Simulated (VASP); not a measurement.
# AlFe: relaxation of cell and atoms with revPBE+D4

The system is AlFe.

```xyz
2
Lattice="2.9100 0.0000 0.0000 0.0000 2.9100 0.0000 0.0000 0.0000 2.9100" Properties=species:S:1:pos:R:3 pbc="T T T"
Fe    1.4550    1.4550    1.4550
Al    0.0000    0.0000    0.0000
```

* Program: VASP 6.6.1
* Task: relaxation of cell and atoms
* Functional: revPBE
* Dispersion: D4
* Potentials or basis: VASP PAW PBE potentials, release 64 (Fe, Al)
* Cutoff: 600 eV
* k mesh: 9 × 9 × 9
* Occupations: fermi-dirac, width 0.05 eV
* Spin: collinear spin, ferromagnetic start
* Starting moments: [3.0, 0.0] μB
* Dipole correction: no
* Further INCAR settings: ALGO = Fast; EDIFF = 1e-06; IBRION = 2; EDIFFG = -0.01; NSW = 60; ISIF = 3

```
Relaxed volume                                        : 11.46 Å³/atom
Relaxed cell                                          : a = 2.841 Å, b = 2.841 Å, c = 2.841 Å, α = 90.00°, β = 90.00°, γ = 90.00°
Space group after relaxing (to 0.1 Å)                 : Pm-3m (No. 221)
Energy gained by relaxing                             : 33.9 meV/atom
Ionic steps                                           : 3
Pressure after relaxing                               : -0.1 GPa
Net moment                                            : 0.61 μB per cell
Site moments                                          : Fe +0.65; Al -0.02 μB
Valence electrons inside the program's atomic spheres : Fe 7.49; Al 0.86
Dispersion energy per atom                            : -0.690 eV
```

The path:
```csv
step,energy change (eV),largest force (eV/Å),pressure (GPa),volume (Å³)
1,0.0000,0.0000,-11.86,24.64
2,-0.0126,0.0000,13.62,21.53
3,-0.0678,0.0000,-0.09,22.93
```

Final structure:
```
Fe Al
1.0
     2.84094    0.00000    0.00000
     0.00000    2.84094    0.00000
     0.00000    0.00000    2.84094
Fe Al
1 1
Direct
  0.50000 0.50000 0.50000
  0.00000 0.00000 0.00000
```

Levels at points of the mesh, in eV from the Fermi level:
Spin up:
```csv
k point,band 3,band 4,band 5,band 6,band 7,band 8,band 9,band 10
"(0.00, 0.00, 0.00)",-2.55,-0.32,-0.32,-0.32,6.63,6.63,6.63,9.52
```
Spin down:
```tsv
k point	band 3	band 4	band 5	band 6	band 7	band 8
(0.00, 0.00, 0.00)	-2.27	0.46	0.46	0.46	6.66	6.66
```

It took 44 s on 1 thread of Intel(R) Xeon(R) Platinum 8559C (Emerald Rapids), on a shared host, peak memory 0.16 GiB.

Caveat: the PAW data sets were made with another functional, which shifts forces and pressure a little.
